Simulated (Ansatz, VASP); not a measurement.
Two plane-wave programs on CdTe

POSCAR

```
CdTe
1.0
    0.0000000000      3.2050000000      3.3973000000
    3.2050000000      0.0000000000      3.3973000000
    3.2050000000      3.2050000000      0.0000000000
Cd Te
1 1
Direct
    0.0000000000      0.0000000000      0.0000000000
    0.7500000000      0.7500000000      0.7500000000
```

INCAR.step1

```
SYSTEM = CdTe
PREC = Accurate ; ENCUT = 520
ISMEAR = 0 ; SIGMA = 0.05
LREAL = .False. ; LASPH = .True.
NELM = 100 ; NBANDS = 16
GGA = PE ; ALGO = Normal
EDIFF = 1E-4 ; LWAVE = .True.
LCHARG = .False.
```

INCAR.step2

```
SYSTEM = CdTe
PREC = Accurate ; ENCUT = 520
EDIFF = 1E-6 ; ISMEAR = 0
SIGMA = 0.05 ; LREAL = .False.
LASPH = .True. ; NELM = 100
ALGO = Normal ; ISIF = 2
LWAVE = .False. ; LCHARG = .False.
METAGGA = R2SCAN ; LMIXTAU = .True.
NBANDS = 16 ; ISTART = 1
```

The input KPOINTS:

```
regular mesh
0
Gamma
  8 8 8
  0 0 0
```

Input for Ansatz:

```yaml
crystal:
  lattice:
    - [0.0, 3.205, 3.3973]
    - [3.205, 0.0, 3.3973]
    - [3.205, 3.205, 0.0]
  atoms:
    - { symbol: Cd, position: [0.0, 0.0, 0.0] }
    - { symbol: Te, position: [0.75, 0.75, 0.75] }
basis:
  ecutwfc: 500
kpoints:
  mp_grid: { grid: [8, 8, 8] }
hamiltonian:
  xc: r2scan
scf:
  occupations: { method: gaussian, width: 0.05 }
output:
  forces: true
  stress: true
  eigenvalues: true
```

Change from the starting cell: strain +0.0600 x Voigt [0, 0, 1, 0, 0, 0], atoms carried along.

Alike in both runs: task single point; functional r2SCAN; k mesh 8 × 8 × 8; occupations gaussian, width 0.05 eV; no spin polarisation.

```csv
,VASP,Ansatz
version,VASP 6.6.1,Ansatz 0.2.0
potentials or method,"VASP PAW PBE potentials, release 64 (Cd, Te), cutoff 520 eV","scalar-relativistic, plane waves, PAW"
valence electrons in the cell,18,36
```

```csv
,VASP,Ansatz,Ansatz less VASP
gap on the k mesh at the Fermi level (eV),1.11,1.11,+0.007
least direct gap on the mesh (eV),1.11,1.11,+0.007
pressure (GPa),0.5,0.4,-0.12
"traceless stress, the component that is largest in VASP (GPa)",-0.73,-0.73,+0.001
```

VASP's potentials were made for PBE, not for r2SCAN. VASP's potentials hold 18 valence electrons a cell and Ansatz's 36, so a difference there can come from the potentials and not from the codes.

Spin-orbit coupling is off throughout.
